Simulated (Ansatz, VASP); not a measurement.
**Two plane-wave programs on Si2C**

The input INCAR:

```
PREC = Accurate
ENCUT = 600
EDIFF = 1E-7
ISMEAR = 0
SIGMA = 0.1
LREAL = F
LASPH = T
NELM = 100
ALGO = Normal
ISIF = 3
LWAVE = F
LCHARG = F
GGA = PE
IBRION = 2
NSW = 100
EDIFFG = -0.01
```

File KPOINTS:

```
Automatic mesh
0
Gamma
  12 12 4
```

Contents of POSCAR:

```
Si2C
1.0
    3.1036163001      0.0000000000      0.0000000000
   -1.5518081501      2.6878105595      0.0000000000
    0.0000000000      0.0000000000      9.8925743890
Si C
4 2
Direct
    0.3333333333      0.6666666667      0.3939555277
    0.3333333333      0.6666666667      0.8283008582
    0.6666666667      0.3333333333      0.1716991418
    0.6666666667      0.3333333333      0.6060444723
    0.3333333333      0.6666666667      0.1538233432
    0.6666666667      0.3333333333      0.8461766568
```

Input for Ansatz:

```yaml
crystal:
  lattice:
    - [3.1036163001, 0.0, 0.0]
    - [-1.5518081501, 2.6878105595, 0.0]
    - [0.0, 0.0, 9.892574389]
  atoms:
    - { symbol: Si, position: [0.3333333333, 0.6666666667, 0.3939555277] }
    - { symbol: Si, position: [0.3333333333, 0.6666666667, 0.8283008582] }
    - { symbol: Si, position: [0.6666666667, 0.3333333333, 0.1716991418] }
    - { symbol: Si, position: [0.6666666667, 0.3333333333, 0.6060444723] }
    - { symbol: C, position: [0.3333333333, 0.6666666667, 0.1538233432] }
    - { symbol: C, position: [0.6666666667, 0.3333333333, 0.8461766568] }
basis:
  ecutwfc: 420
kpoints:
  mp_grid: { grid: [12, 12, 4] }
hamiltonian:
  xc: pbe
scf:
  occupations: { method: gaussian, width: 0.1 }
output:
  forces: true
  stress: true
  eigenvalues: true
  write_density: true
  write_potential: true
  elf: true
  volumetric_format: npy
relax:
  adjacent_minimum: "off"
  f_tol: 0.01
  max_steps: 80
  cell: { stress_tol: 0.05 }
```

Alike in both runs: task relaxation of cell and atoms; functional PBE; k mesh 12 × 12 × 4; occupations gaussian, width 0.1 eV; no spin polarisation.

```csv
,VASP,Ansatz
version,VASP 6.6.1,Ansatz 0.2.0
potentials or method,"VASP PAW PBE potentials, release 64 (Si, C), cutoff 600 eV","scalar-relativistic, plane waves, PAW"
valence electrons in the cell,24,24
```

|  | VASP | Ansatz | Ansatz less VASP |
| --- | --- | --- | --- |
| gap on the k mesh at the Fermi level, each at its own relaxed structure (eV) | none | none | - |
| relaxed volume (Å³/atom) | 13.69 | 13.74 | +0.045 |
| relaxed cell length with the largest relative difference (Å) | 9.815 | 9.841 | +0.0266 |

A gap of «none» marks a metal or a gap that the smearing closes.
